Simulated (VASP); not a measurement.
# MgC2 (P-3m1) in VASP: a series of runs, part 2 of 2

VASP 6.6.1. The steps go on from the part before.

## 5. Relaxation of cell and atoms, PBE

This run uses another cell than the first one, of 8.38 Å³/atom.

INCAR

```
PREC = Accurate
ENCUT = 600
EDIFF = 1E-6
ISMEAR = 0
SIGMA = 0.1
LREAL = False
LASPH = True
NELM = 100
ALGO = Fast
ISIF = 3
LWAVE = False
LCHARG = False
GGA = PE
IBRION = 2
NSW = 90
EDIFFG = -0.04
```

KPOINTS

```
Automatic mesh
0
Gamma
  9 9 4
```

POSCAR

```
MgC2
1.0
    2.6499750262      0.0000000000      0.0000000000
   -1.3249875131      2.2949456921      0.0000000000
    0.0000000000      0.0000000000      4.1333256255
Mg C
1 2
Direct
    0.0000000000      0.0000000000      0.0000000000
    0.6666666667      0.3333333333      0.5599605786
    0.3333333333      0.6666666667      0.4400394214
```

Potentials or basis: VASP PAW PBE potentials, release 64 (Mg, C).

Command:

```
cat potpaw_PBE.64/Mg/POTCAR potpaw_PBE.64/C/POTCAR > POTCAR
mpirun -np 1 vasp_std > vasp.out
```

OUTCAR:

```text
PREC = Accurate
   ENCUT = 600
   EDIFF = 1E-6
   ISMEAR = 0
   LREAL = False
   LASPH = True
   NELM = 100
   ISIF = 3
   GGA = PE
   IBRION = 2
   NSW = 90
   EDIFFG = -0.04

 ion  position               nearest neighbor table
   1  0.000  0.000  0.000-   2 2.38   3 2.38   2 2.38   3 2.38   2 2.38   3 2.38   2 2.77   3 2.77
                             2 2.77   3 2.77   2 2.77   3 2.77
   2  0.667  0.333  0.560-   3 1.61   3 1.61   3 1.61   1 2.38   1 2.38   1 2.38   1 2.77   1 2.77
                             1 2.77
   3  0.333  0.667  0.440-   2 1.61   2 1.61   2 1.61   1 2.38   1 2.38   1 2.38   1 2.77   1 2.77
                             1 2.77

  LATTYP: Found a hexagonal cell.
 ALAT       =     2.6499750262
 C/A-ratio  =     1.5597602184

  Lattice vectors:

[... 310 lines left out ...]
 fundamental gap:      0.2940769267
 Fermi energy:         9.5390434990

 k-point     1 :       0.0000    0.0000    0.0000
  band No.  band energies     occupation
      1     -10.7954      2.00000
      2      -0.3877      2.00000
      3       3.0352      2.00000
      4       5.5850      2.00000
      5       5.5850      2.00000
      6      13.4270      0.00000
      7      13.4270      0.00000
      8      14.6548      0.00000
      9      15.1200      0.00000
[... 265 lines left out ...]
 k-point    24 :      -0.1111    0.3333    0.2500
  band No.  band energies     occupation
      1      -8.7992      2.00000
      2       0.1414      2.00000
      3       0.2827      2.00000
      4       2.7403      2.00000
      5       6.7326      2.00000
      6      11.0960      0.00000
      7      13.9254      0.00000
      8      15.2047      0.00000
      9      16.4194      0.00000

 [... further k-points ...]

------------------------ aborting loop because EDIFF is reached ----------------------------------------

  FORCE on cell =-STRESS in cart. coord.  units (eV):
  Direction    XX          YY          ZZ          XY          YZ          ZX
  --------------------------------------------------------------------------------------
  -------------------------------------------------------------------------------------
  Total       -0.0067341     -0.0067341      0.0979652      0.0000000     -0.0000000      0.0000000
  in kB       -0.4325627     -0.4325627      6.2927323      0.0000000     -0.0000000      0.0000000
  external PRESSURE =       1.8092023 kB  Pullay stress =       0.0000000 kB
[... 18 lines left out ...]
  FREE ENERGIE OF THE ION-ELECTRON SYSTEM (eV)
  ---------------------------------------------------
  free  energy   TOTEN  =       -18.0832050597 eV

  energy  without entropy=      -18.0830786299  energy(sigma->0) =      -18.08314184

 reached required accuracy - stopping structural energy minimisation
```

OSZICAR:

```text
N       E                     dE             d eps       ncg     rms          rms(c)
DAV:   1     0.207084983093E+02    0.20708E+02   -0.57405E+03   838   0.110E+03
DAV:   2    -0.178635335746E+02   -0.38572E+02   -0.34898E+02  1123   0.148E+02
DAV:   3    -0.190946760009E+02   -0.12311E+01   -0.12285E+01   926   0.297E+01
DAV:   4    -0.191015607704E+02   -0.68848E-02   -0.68828E-02  1149   0.218E+00
[... 27 lines left out ...]
RMM:   2    -0.180834714195E+02    0.17068E-02   -0.27134E-03   774   0.428E-01    0.921E-02
RMM:   3    -0.180832276024E+02    0.24382E-03   -0.95636E-04   774   0.226E-01    0.356E-02
RMM:   4    -0.180832049171E+02    0.22685E-04   -0.64894E-05   776   0.845E-02    0.568E-03
RMM:   5    -0.180832049909E+02   -0.73783E-07   -0.12915E-05   771   0.309E-02    0.184E-03
RMM:   6    -0.180832050597E+02   -0.68803E-07   -0.22324E-06   598   0.130E-02
   4 F= -.18083205E+02 E0= -.18083142E+02  d E =-.419339E-03
```

CONTCAR:

```text
MgC2
   1.00000000000000
     2.6554643836332592    0.0000000000000000   -0.0000000000000000
    -1.3277321918166296    2.2996996150877580    0.0000000000000000
     0.0000000000000000    0.0000000000000000    4.0844310994150819
  Mg              C
     1     2
Direct
     1.0000000000000000    0.0000000000000000    0.0000000000000000
     0.6666666667000030    0.3333333332999970    0.5619564696799153
     0.3333333332999970    0.6666666667000030    0.4380435303200846

  0.00000000E+00  0.00000000E+00  0.00000000E+00
  0.00000000E+00  0.00000000E+00  0.00000000E+00
  0.00000000E+00  0.00000000E+00  0.00000000E+00
```

Run time: 15 s. Hardware: 1 thread of Intel Xeon 6975P-C (Granite Rapids), shared host; peak memory 0.16 GiB.

What came out:

| Quantity | Value |
| --- | --- |
| Free energy | -18.0832 eV |
| Relaxed volume | 8.31 Å³/atom |
| Relaxed cell | a = 2.655 Å, b = 2.655 Å, c = 4.084 Å, α = 90.00°, β = 90.00°, γ = 120.00° |
| Space group after relaxing (to 0.1 Å) | P-3m1 (No. 164) |
| Energy gained by relaxing | 0.8 meV/atom |
| Ionic steps | 4 |
| Pressure after relaxing | 0.2 GPa |
| Largest force after relaxing | 0.030 eV/Å |
| Band gap on the k mesh | 0.29 eV (least direct gap 0.72 eV) |

Forces on the atoms (eV/Å):
```
Mg   0.000  0.000  0.000
C    0.000  0.000  0.030
C    0.000  0.000 -0.030
```

Stress tensor (GPa, compression positive):
```
-0.04  0.00  0.00
 0.00 -0.04  0.00
 0.00  0.00  0.63
```

Step by step:
| step | energy change (eV) | largest force (eV/Å) | pressure (GPa) | volume (Å³) |
| --- | --- | --- | --- | --- |
| 1 | 0.0000 | 0.1262 | -0.16 | 25.14 |
| 2 | -0.0018 | 0.0120 | -0.52 | 25.11 |
| 3 | -0.0019 | 0.0710 | -0.65 | 25.09 |
| 4 | -0.0024 | 0.0298 | 0.18 | 24.94 |

Final structure:
```cif
data_structure
_symmetry_space_group_name_H-M 'P 1'
_symmetry_Int_Tables_number 1
_cell_length_a 2.6555
_cell_length_b 2.6555
_cell_length_c 4.0844
_cell_angle_alpha 90.000
_cell_angle_beta 90.000
_cell_angle_gamma 120.000
_cell_volume 24.94
loop_
_atom_site_label
_atom_site_type_symbol
_atom_site_fract_x
_atom_site_fract_y
_atom_site_fract_z
_atom_site_occupancy
Mg1 Mg 0.00000 0.00000 0.00000 1
C1 C 0.66667 0.33333 0.56196 1
C2 C 0.33333 0.66667 0.43804 1
```

Levels at points of the mesh, in eV from the valence-band top:
```
           k point  band 3  band 4  band 5  band 6  band 7  band 8
(0.00, 0.00, 0.00)   -6.38   -3.83   -3.83    4.02    4.02    5.24
(0.00, 0.00, 0.50)   -3.78   -3.78    0.00    0.72    3.94    3.94
```

Caveat: an odd mesh through Γ misses points on the zone boundary, where band edges can lie.

## 6. Summary

| task | cell | k mesh | cutoff (eV) | smearing | gap on the mesh (eV) | pressure (GPa) | relaxed volume (Å³/atom) | largest force (eV/Å) |
| --- | --- | --- | --- | --- | --- | --- | --- | --- |
| single point | a = 2.647, b = 2.647, c = 4.159 Å, angles 90.0, 90.0, 120.0°, 3 atoms, atomic positions A | 15 × 15 × 10 | 520 | gaussian 0.02 eV | 0.14 | 0.0 | - | 0.02 |
| relaxation of cell and atoms | relaxed from a = 2.654, b = 2.654, c = 4.105 Å, angles 90.0, 90.0, 120.0°, 3 atoms, atomic positions B | 15 × 15 × 10 | 600 | gaussian 0.02 eV | 0.15 | 0.0 | 8.39 | - |
| single point | a = 2.654, b = 2.654, c = 4.105 Å, angles 90.0, 90.0, 120.0°, 3 atoms, atomic positions B | 9 × 9 × 4 | 520 | gaussian 0.1 eV | 0.31 | -0.1 | - | 0.01 |
| relaxation of cell and atoms | relaxed from a = 2.650, b = 2.650, c = 4.133 Å, angles 90.0, 90.0, 120.0°, 3 atoms, atomic positions A | 9 × 9 × 4 | 600 | gaussian 0.1 eV | 0.29 | 0.2 | 8.31 | 0.03 |

Alike in all rows: level PBE; potentials or basis VASP PAW PBE potentials, release 64 (Mg, C); no spin polarisation.

Caveats: an odd mesh through Γ misses points on the zone boundary, where band edges can lie.

Absolute energies hang on the potentials; compare differences alone.
